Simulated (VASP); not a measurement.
Set up this calculation in VASP 6.6.1, as the native input.

| Property | Result |
| --- | --- |
| Task | single point |
| Functional | PBEsol |
| Potentials or basis | VASP PAW PBE potentials, release 64 (Fe, Co) |
| Cutoff | 600 eV |
| k mesh | 18 × 18 × 18 |
| Occupations | gaussian, width 0.15 eV |
| Spin | no spin polarisation |
| Dipole correction | no |
| Further INCAR settings | ALGO = Normal; EDIFF = 1e-06; NBANDS = 16 |

The structure of FeCo lies in POSCAR:

```
FeCo
1.0
    2.7428907279      0.0000000000      0.0000000000
    0.0000000000      2.7428907279      0.0000000000
    0.0000000000      0.0000000000      2.7428907279
Fe Co
1 1
Direct
    0.5000000000      0.5000000000      0.5000000000
    0.0000000000      0.0000000000      0.0000000000
```

These files were run (other wordings do the same):

INCAR

```
PREC = Accurate
ENCUT = 600
EDIFF = 1E-6
ISMEAR = 0
SIGMA = 0.15
LREAL = False
LASPH = True
NELM = 120
ALGO = Normal
ISIF = 2
LWAVE = False
LCHARG = True
GGA = PS
LELF = True
LVHAR = True
NBANDS = 16
GGA_COMPAT = False
```

KPOINTS

```
Automatic mesh
0
Gamma
  18 18 18
```

Potentials or basis: VASP PAW PBE potentials, release 64 (Fe, Co).

Command:

```sh
$ cat potpaw_PBE.64/Fe/POTCAR potpaw_PBE.64/Co/POTCAR > POTCAR
$ mpirun -np 1 vasp_std > vasp.out
```

Results of the run:

The pressure is -6.2 GPa and the band gap on the k mesh is zero (an odd number of electrons rules out a gap without spin polarisation).

Caveat: the cell stands under tension; the PAW data sets were made with another functional, which shifts forces and pressure a little; the run has no spin polarisation, though such a crystal can be magnetic.

It took 58 s on 1 thread of Intel Xeon 8259CL, on a shared host, peak memory 0.23 GiB.
